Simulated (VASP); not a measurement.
LiCl, 2 atoms in the cell. Symmetry: Fm-3m, No. 225, cubic system. The conventional cell has a = 5.130 Å, b = 5.130 Å, c = 5.130 Å, α = 90.00°, β = 90.00°, γ = 90.00°. Within 3.4 Å of Cl (site symmetry m-3m) lie 6 Li at 2.56 Å. Within 3.4 Å of Li (site symmetry m-3m) lie 6 Cl at 2.56 Å. 

```yaml
Program: VASP 6.6.1
Task: relaxation of cell and atoms
Functional: RPBE
Dispersion: D3(BJ)
Potentials_or_basis: VASP PAW PBE potentials, release 64 (Cl, Li_sv)
Cutoff: 750 eV
k_mesh: 9 × 9 × 9
Occupations: fermi-dirac, width 0.05 eV
Spin: no spin polarisation
Dipole_correction: no
Further_INCAR_settings: ALGO = Normal; EDIFF = 1e-07; IBRION = 2; EDIFFG = -0.02; NSW = 80; ISIF = 3
```

Potentials or basis: VASP PAW PBE potentials, release 64 (Cl, Li_sv).

Run with:

```sh
$ cat potpaw_PBE.64/Cl/POTCAR potpaw_PBE.64/Li_sv/POTCAR > POTCAR
$ mpirun -np 1 vasp_std > vasp.out
```

Hardware: 1 thread of Intel Xeon 6975P-C, with other jobs on the host.

Question: How long does it take, and how much memory?

Answer: Wall time 32 s on 1 thread of Intel Xeon 6975P-C, on a shared host, peak memory 0.2 GiB. Counts: scf iterations 42, k points 35, ion steps 4.
